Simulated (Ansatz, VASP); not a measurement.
# Na in VASP and in Ansatz

```
Na
1.0
     3.43178    0.00000    0.00000
    -1.71589    2.97201    0.00000
     0.00000    0.00000    3.20411
Na
1
Direct
  0.00000 0.00000 0.00000
```

Change from the starting cell: volume scaled by 0.85, PAW files.

Alike in both runs: task single point; functional PBE; k mesh 13 × 13 × 12; occupations fermi-dirac, width 0.08 eV; no spin polarisation.

|  | VASP | Ansatz |
| --- | --- | --- |
| version | VASP 6.6.1 | Ansatz 0.2.0 |
| potentials or method | VASP PAW PBE potentials, release 64 (Na_pv) | PAW with Ansatz's default frozen-core files, scalar-relativistic |
| plane-wave cutoff (eV) | 520 | 420 |
| valence electrons in the cell | 7 | 9 |

Ansatz gave:

```
pressure (GPa) : 1.5
```

Estimate VASP's values.

pressure (GPa): 1.4.

With one functional, cell and mesh, what is left measures potentials, basis and numerics. VASP's potentials hold 7 valence electrons a cell and Ansatz's 9, so a difference there can come from the potentials and not from the codes.
